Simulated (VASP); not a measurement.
# C (R-3m) in VASP: G0W0 quasiparticle levels with PBE

Aim: the G0W0 quasiparticle levels of C with PBE.

All numbers are computed with VASP 6.6.1; they aren't measurements. Logs are shortened: lines on timing, memory, paths and dates and some standing lists are left out, and cuts for length are marked.

**1. The cell of the first run**

Symmetry: R-3m, No. 166, trigonal system. The conventional cell has a = 2.618 Å, b = 2.618 Å, c = 6.145 Å, α = 90.00°, β = 90.00°, γ = 120.00°. C (site symmetry 3m) has 4 C at 1.54 to 1.60 Å within 2.0 Å.

**2. G0W0 quasiparticle levels, PBE**

Input file POSCAR:

```
C
1.0
   -0.0516797267      1.7996493800      1.7996493800
    1.7996493800     -0.0516797267      1.7996493800
    1.7996493800      1.7996493800     -0.0516797267
C
2
Direct
   -0.0000596674     -0.0000596674     -0.0000596674
    0.2500596674      0.2500596674      0.2500596674
```

Input file INCAR.step1:

```
PREC     = Accurate       # precision mode
ENCUT    = 500            # plane-wave cutoff, eV
EDIFF    = 1E-8           # SCF threshold, eV
ISMEAR   = 0              # smearing method
SIGMA    = 0.01           # smearing width, eV
LREAL    = False          # projectors in reciprocal space
LASPH    = True           # aspherical terms in the spheres
NELM     = 60             # most SCF steps
ALGO     = Normal         # electronic algorithm
LWAVE    = True           # write WAVECAR
LCHARG   = False          # write CHGCAR
GGA      = PE             # functional
```

Input file INCAR.step2:

```
PREC     = Accurate       # precision mode
ENCUT    = 500            # plane-wave cutoff, eV
EDIFF    = 1E-8           # SCF threshold, eV
ISMEAR   = 0              # smearing method
SIGMA    = 0.01           # smearing width, eV
LREAL    = False          # projectors in reciprocal space
LASPH    = True           # aspherical terms in the spheres
NELM     = 1              # most SCF steps
ALGO     = Exact          # electronic algorithm
LWAVE    = True           # write WAVECAR
LCHARG   = False          # write CHGCAR
GGA      = PE             # functional
NBANDS   = 54             # bands
LOPTICS  = True           # frequency-dependent dielectric function
ISTART   = 1
```

Input file INCAR.step3:

```
PREC     = Accurate       # precision mode
ENCUT    = 500            # plane-wave cutoff, eV
EDIFF    = 1E-8           # SCF threshold, eV
ISMEAR   = 0              # smearing method
SIGMA    = 0.01           # smearing width, eV
LREAL    = False          # projectors in reciprocal space
LASPH    = True           # aspherical terms in the spheres
ALGO     = EVGW0          # electronic algorithm
LWAVE    = False          # write WAVECAR
LCHARG   = False          # write CHGCAR
GGA      = PE             # functional
NELMGW   = 1            
NBANDS   = 54             # bands
ENCUTGW  = 150.0          # cutoff of the response function
NOMEGA   = 96             # frequency points
PRECFOCK = Fast         
ISTART   = 1            
NBANDSGW = 12           
OMEGAMAX = 20
```

Input file KPOINTS:

```
regular mesh
0
Gamma
  6 6 6
```

Potentials or basis: VASP PAW PBE potentials, release 64 (C_GW).

Started as:

```
> cat potpaw_PBE.64/C_GW/POTCAR > POTCAR
> cp INCAR.step1 INCAR
> mpirun -np 1 vasp_std > vasp.out
> cp INCAR.step2 INCAR
> mpirun -np 1 vasp_std > vasp.out
> cp INCAR.step3 INCAR
> mpirun -np 1 vasp_std > vasp.out
```

OUTCAR:

```text
PREC = Accurate
   ENCUT = 500
   EDIFF = 1E-8
   ISMEAR = 0
   LREAL = False
   LASPH = True
   GGA = PE
   NELMGW = 1
   ENCUTGW = 150.0
   PRECFOCK = Fast
   ISTART = 1

 ion  position               nearest neighbor table
   1  1.000  1.000  1.000-   2 1.54   2 1.60   2 1.60   2 1.60
   2  0.250  0.250  0.250-   1 1.54   1 1.60   1 1.60   1 1.60

  LATTYP: Found a trigonal (rhomboedric) cell.
 ALAT       =     2.5456132024
 COS(alpha) =     0.4710892075

  Lattice vectors:

 A1 = (  -0.0516797267,   1.7996493800,   1.7996493800)
 A2 = (   1.7996493800,  -0.0516797267,   1.7996493800)
 A3 = (   1.7996493800,   1.7996493800,  -0.0516797267)

Analysis of symmetry for initial positions (statically):
=====================================================================
 Subroutine PRICEL returns:
 Original cell was already a primitive cell.

 Routine SETGRP: Setting up the symmetry group for a
 trigonal (rhombohedral) supercell.

 Subroutine GETGRP returns: Found 12 space group operations
 (whereof  6 operations were pure point group operations)
 out of a pool of 12 trial point group operations.

The static configuration has the point symmetry C_3v.
 The point group associated with its full space group is D_3d.

Analysis of symmetry for dynamics (positions and initial velocities):
=====================================================================
 Subroutine PRICEL returns:
 Original cell was already a primitive cell.

 Routine SETGRP: Setting up the symmetry group for a
 trigonal (rhombohedral) supercell.

 Subroutine GETGRP returns: Found 12 space group operations
 (whereof  6 operations were pure point group operations)
 out of a pool of 12 trial point group operations.

The dynamic configuration has the point symmetry C_3v.
 The point group associated with its full space group is D_3d.

 Subroutine INISYM returns: Found 12 space group operations
 (whereof  6 operations are pure point group operations),
 and found     1 'primitive' translations

----------------------------------------------------------------------------------------

                                     Primitive cell

  volume of cell :      12.1592

  direct lattice vectors                    reciprocal lattice vectors
    -0.051679727  1.799649380  1.799649380    -0.266141918  0.274010557  0.274010557
     1.799649380 -0.051679727  1.799649380     0.274010557 -0.266141918  0.274010557
     1.799649380  1.799649380 -0.051679727     0.274010557  0.274010557 -0.266141918

  length of vectors
     2.545613202  2.545613202  2.545613202     0.470101150  0.470101150  0.470101150

  position of ions in fractional coordinates (direct lattice)
     0.999940333  0.999940333  0.999940333
     0.250059667  0.250059667  0.250059667

  ion indices of the primitive-cell ions
   primitive index   ion index
                 1           1
                 2           2

----------------------------------------------------------------------------------------

 KPOINTS: regular mesh

Automatic generation of k-mesh.
 Grid dimensions read from file:
 generate k-points for:    6    6    6

 Generating k-lattice:

  Cartesian coordinates                     Fractional coordinates (reciprocal lattice)
    -0.044356986  0.045668426  0.045668426     0.166666667  0.000000000  0.000000000
     0.045668426 -0.044356986  0.045668426     0.000000000  0.166666667  0.000000000
     0.045668426  0.045668426 -0.044356986     0.000000000  0.000000000  0.166666667

  Length of vectors
     0.078350192  0.078350192  0.078350192

  Shift w.r.t. Gamma in fractional coordinates (k-lattice)
     0.000000000  0.000000000  0.000000000

 Subroutine IBZKPT returns following result:
 ===========================================

 Found     32 irreducible k-points:

 Following reciprocal coordinates:
            Coordinates               Weight
  0.000000  0.000000  0.000000      1.000000
  0.166667  0.000000  0.000000      6.000000
  0.333333  0.000000  0.000000      6.000000
  0.500000  0.000000  0.000000      3.000000
  0.166667  0.166667 -0.000000      6.000000
  0.333333  0.166667  0.000000     12.000000
[... 16 lines left out ...]
  0.500000  0.500000  0.166667      6.000000
 -0.333333  0.500000  0.166667     12.000000
 [... further k-points ...]
   k-points           NKPTS =     32   k-points in BZ     NKDIM =    216   number of bands    NBANDS=     54
   number of dos      NEDOS =    301   number of ions     NIONS =      2
   total plane-waves  NPLWV =   8000
   dimension x,y,z NGX =    20 NGY =   20 NGZ =   20
   dimension x,y,z NGXF=    40 NGYF=   40 NGZF=   40
   ions per type =               2
   NGX,Y,Z   is equivalent  to a cutoff of  13.06, 13.06, 13.06 a.u.
   NGXF,Y,Z  is equivalent  to a cutoff of  26.12, 26.12, 26.12 a.u.
 SYSTEM =  unknown system
   PREC   = accura    normal or accurate (medium, high low for compatibility)
   ISTART =      1    job   : 0-new  1-cont  2-samecut
   ICHARG =      0    charge: 1-file 2-atom 10-const
   ISPIN  =      1    spin polarized calculation?
   LNONCOLLINEAR =      F non collinear calculations
   LSORBIT =      F    spin-orbit coupling
   LASPH  =      T    aspherical Exc in radial PAW
   ENCUT  =  500.0 eV  36.75 Ry    6.06 a.u.   4.64  4.64  4.64*2*pi/ulx,y,z
   NELM   =     60;   NELMIN=  2; NELMDL=  0     # of ELM steps
   EDIFF  = 0.1E-07   stopping-criterion for ELM
   LREAL  =      F    real-space projection
   EDIFFG = 0.1E-06   stopping-criterion for IOM
   NSW    =      0    number of steps for IOM
   IBRION =     -1    ionic relax: 0-MD 1-quasi-New 2-CG
   NFREE  =      0    steps in history (QN), initial steepest desc. (CG)
   ISIF   =      0    stress and relaxation
   ISYM   =      3    0-nonsym 1-usesym 2-fastsym
   POTIM  = 0.5000    time-step for ionic-motion
   TEBEG  =    0.0;   TEEND  =   0.0 temperature during run
   PSTRESS=    0.0 pullay stress
   NELECT =       8.0000    total number of electrons
   NUPDOWN=      -1.0000    fix difference up-down
   EMIN   =  10.00;   EMAX   =-10.00  energy-range for DOS
   EFERMI =   0.00;   METHOD = LEGACY
   ISMEAR =     0;   SIGMA  =   0.01  broadening in eV -4-tet -1-fermi 0-gaus
   EFERMI_NEDOS =   21; number of points for ismear=-14 and -15
   IALGO  =     38    algorithm
   IMIX   =      4    mixing-type and parameters
     AMIX     =   0.40;   BMIX     =  1.00
     AMIX_MAG =   1.60;   BMIX_MAG =  1.00
  volume/ion in A,a.u.               =       6.08        41.03
  Fermi-wavevector in a.u.,A,eV,Ry     =   1.423869  2.690723 27.584497  2.027403
  Thomas-Fermi vector in A             =   2.544421
   LORBIT       =      0    0 simple, 1 ext, 2 COOP (PROOUT), +10 PAW based schemes
   GGA     = PE    functional components
   LHFCALC =     T    Hartree Fock is set to
   PRECFOCK=fast      Normal, Fast or Accurate (Low or Medium for compatibility)
   ENCUT4O =  -1.0   cutoff for four orbital integrals eV
   NKREDX  =     1    reduce k-point grid by
   NKREDY  =     1    reduce k-point grid by
   NKREDZ  =     1    reduce k-point grid by
   AEXX    =    1.0000 exact exchange contribution
   HFSCREEN=    0.0000 screening length (either q_TF or 0.3 A-1)
   HFSCREENC=   0.0000 screening length for correlation (either q_TF or 0.3 A-1)
   ENCUTFOCK=  -1.0 apply spherical cutoff to Coloumb kernel
   IVDW    =     0    specifies the selected vdW correction
   LEPSILON=     F    determine dielectric tensor
   LRPA    =     F    only Hartree local field effects (RPA)
   LRPAFORCE           =     F    calculate RPA forces
   ENCUTGW             = 150.0    cutoff for response function in eV
   ENCUTGWSOFT         = 120.0    soft cutoff for Coulomb kernel in GW response function in eV
   ENCUTLF             =  -1.0    cutoff for local field effects
   NELMGW              =     1    number of iterations in solving QP/BSE equation
   NELMHF              =     1    number of iterations in the inner HF iteration
   NKREDLFX            =     1    NKREDLFY  =   1   NKREDLFZ  =   1
 non-spin polarized calculation
 Gauss-broadening in eV      SIGMA  =   0.01
  energy-cutoff  :      500.00
  volume of cell :       12.16
 maximum number of plane-waves:       319
 NGX is ok and might be reduce to    20
  NGX = 12; NGY = 12; NGZ = 12
   NGX =  9   NGY =  9   NGZ =  9
 maximum number of plane-waves:        59

 QP shifts <psi_nk| G(iteration)W_0 |psi_nk>: iteration 1
 for sc-GW calculations column KS-energies equals QP-energies in previous step
 and V_xc(KS)=  KS-energies - (<T + V_ion + V_H > + <T+V_H+V_ion>^1  + <V_x>^1)

 k-point   1 :       0.0000    0.0000    0.0000
  band No.  KS-energies  QP-energies   sigma(KS)   V_xc(KS)     V^pw_x(r,r')   Z            occupation Imag(sigma)

      1     -11.7899     -13.2615     -16.5298     -14.5601     -24.9936       0.7471       2.0000       1.2453
      2       8.7377       8.2129     -17.3369     -16.6977     -19.1860       0.8211       2.0000       0.0237
      3       8.7961       8.2762     -17.0782     -16.4461     -18.6851       0.8225       2.0000       0.0210
      4       8.7961       8.2762     -17.0782     -16.4461     -18.6851       0.8225       2.0000       0.0210
      5      13.7837      14.8683     -13.9374     -15.2597      -9.2188       0.8202       0.0000      -0.0394
      6      13.7837      14.8683     -13.9374     -15.2597      -9.2188       0.8202       0.0000      -0.0394
      7      14.8298      15.9743     -13.9709     -15.3742      -8.9872       0.8156       0.0000      -0.0425
      8      20.7602      21.8223     -14.9154     -16.2979      -7.9853       0.7682       0.0000      -0.0891
      9      27.2521      27.5148     -11.1839     -11.5105      -4.1759       0.8046       0.0000      -0.2795
     10      34.6087      35.5823     -12.3358     -13.5265      -5.6855       0.8177       0.0000      -0.4917
     11      34.6087      35.5823     -12.3358     -13.5265      -5.6855       0.8177       0.0000      -0.4917
     12      35.3120      35.6795     -10.7701     -11.2216      -3.1489       0.8138       0.0000      -0.8399

 k-point   2 :       0.1667    0.0000    0.0000
  band No.  KS-energies  QP-energies   sigma(KS)   V_xc(KS)     V^pw_x(r,r')   Z            occupation Imag(sigma)
[... 353 lines left out ...]
      1      -3.3363      -4.5305     -17.2546     -15.6374     -23.2162       0.7384       2.0000       0.2492
      2      -2.7386      -3.9305     -17.0866     -15.4846     -22.8400       0.7440       2.0000       0.2203
      3       1.3739       0.3514     -16.0924     -14.7934     -19.7451       0.7871       2.0000       0.0564
      4       1.6498       0.6328     -16.2186     -14.9280     -19.8858       0.7880       2.0000       0.0544
      5      16.0921      16.9508     -12.9586     -14.0090      -7.5136       0.8175       0.0000      -0.0508
      6      17.2722      18.1721     -13.0897     -14.1920      -7.5049       0.8164       0.0000      -0.0526
      7      21.8191      23.1224     -14.1395     -15.8397      -6.8940       0.7666       0.0000      -0.1178
      8      22.9776      24.3325     -14.3941     -16.1796      -6.8745       0.7588       0.0000      -0.1362
      9      29.2014      30.2581     -13.4180     -14.7768      -5.3463       0.7776       0.0000      -0.4438
     10      29.6216      30.7159     -13.5217     -14.9299      -5.3697       0.7770       0.0000      -0.4656
     11      37.8882      38.6472     -12.0408     -12.9998      -4.1273       0.7915       0.0000      -0.8619
     12      38.8927      39.6693     -12.0834     -13.0586      -4.1109       0.7963       0.0000      -0.9380

 [... further k-points ...]
```

Wall time 3 min (1 thread of AMD EPYC 7R13 (Zen 3), shared host); peak memory 0.23 GiB.

What came out:

```yaml
Quasiparticle_gap: 5.16 eV
Least_direct_quasiparticle_gap: 6.59 eV
Band_gap_of_the_starting_levels_on_the_mesh: 3.94 eV
Least_direct_gap_of_the_starting_levels_on_the_mesh: 4.99 eV
```

Caveat: the k points lie up to 0.49 Å⁻¹ apart; bands, screening cutoff and mesh are small and nothing is extrapolated, so the quasiparticle values aren't converged.
